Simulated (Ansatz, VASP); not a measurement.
## One calculation of AgBiCl2, two programs

```
Cl Bi Ag
1.0
    -3.77607    3.77607    3.46819
     3.77607   -3.77607    3.46819
     3.77607    3.77607   -3.46819
Cl Bi Ag
4 2 2
Direct
  0.68200 0.18200 0.86400
  0.18200 0.31800 0.50000
  0.31800 0.81800 0.13600
  0.81800 0.68200 0.50000
  0.25000 0.25000 0.00000
  0.75000 0.75000 0.00000
  0.25000 0.75000 0.50000
  0.75000 0.25000 0.50000
```

Alike in both runs: task single point; functional r2SCAN; k mesh 4 × 4 × 4; no spin polarisation.

|  | VASP | Ansatz |
| --- | --- | --- |
| version | VASP 6.6.1 | Ansatz 0.2.0 |
| potentials or method | VASP PAW PBE potentials, release 64 (Cl, Bi_d, Ag), cutoff 520 eV | PAW plane waves |
| occupations | fermi-dirac, width 0.1 eV | fermi-dirac |
| valence electrons in the cell | 80 | 96 |

Ansatz gave:

```
gap on the k mesh at the Fermi level (eV)                     : none
pressure (GPa)                                                : 0.3
traceless stress, the component that is largest in VASP (GPa) : -2.75
rms of the force components (eV/Å)                            : 0.052
```

**Question.** Which values does VASP return?

**Answer.** gap on the k mesh at the Fermi level (eV): none; pressure (GPa): 0.3; traceless stress, the component that is largest in VASP (GPa): -2.74; rms of the force components (eV/Å): 0.049.

VASP's potentials were made for PBE, not for r2SCAN. Atom by atom the forces differ by 0.003 eV/Å (rms over components). A gap of «none» marks a metal or a gap that the smearing closes. VASP's potentials hold 80 valence electrons a cell and Ansatz's 96, so a difference there can come from the potentials and not from the codes.

Neither program's run includes spin-orbit coupling.
